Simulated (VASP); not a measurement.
Write the native input for VASP 6.6.1 that does the following.

- Task: single point
- Functional: PBEsol
- Potentials or basis: VASP PAW PBE potentials, release 64 (Ge_d)
- Cutoff: 520 eV
- k mesh: 12 × 12 × 11
- Occupations: fermi-dirac, width 0.1 eV
- Spin: no spin polarisation
- Dipole correction: no
- Further INCAR settings: ALGO = Normal; EDIFF = 1e-07; NBANDS = 13

The structure of Ge lies in POSCAR:

```
Ge
1.0
    1.4334547104     -2.6680918854      0.0000000000
    1.4334547104      2.6680918854      0.0000000000
    0.0000000000      0.0000000000      2.7683460651
Ge
1
Direct
    0.5000000000      0.5000000000      0.0000000000
```

The input as run:

INCAR

```
SYSTEM = Ge
ALGO = Normal
EDIFF = 1E-7
ENCUT = 520
GGA = PS
ISIF = 2
ISMEAR = -1
LASPH = .TRUE.
LCHARG = .FALSE.
LREAL = .FALSE.
LWAVE = .FALSE.
NBANDS = 13
NELM = 60
PREC = Accurate
SIGMA = 0.1
```

KPOINTS

```
k-points
0
G
  12 12 11
  0 0 0
```

Potentials or basis: VASP PAW PBE potentials, release 64 (Ge_d).

Launch:

```bash
$ cat potpaw_PBE.64/Ge_d/POTCAR > POTCAR
$ mpirun -np 1 vasp_std > vasp.out
```

It gave:

| Quantity | Value |
| --- | --- |
| Pressure | -7.9 GPa |
| Band gap on the k mesh | zero (band 7 reaches 11.54 eV, above the bottom of band 8 at 2.40 eV) |

Caveat: the PAW data sets were made with another functional, which shifts forces and pressure a little.

Run time: 23 s on 1 thread of Intel Xeon 6975P-C (shared host), peak memory 0.19 GiB.
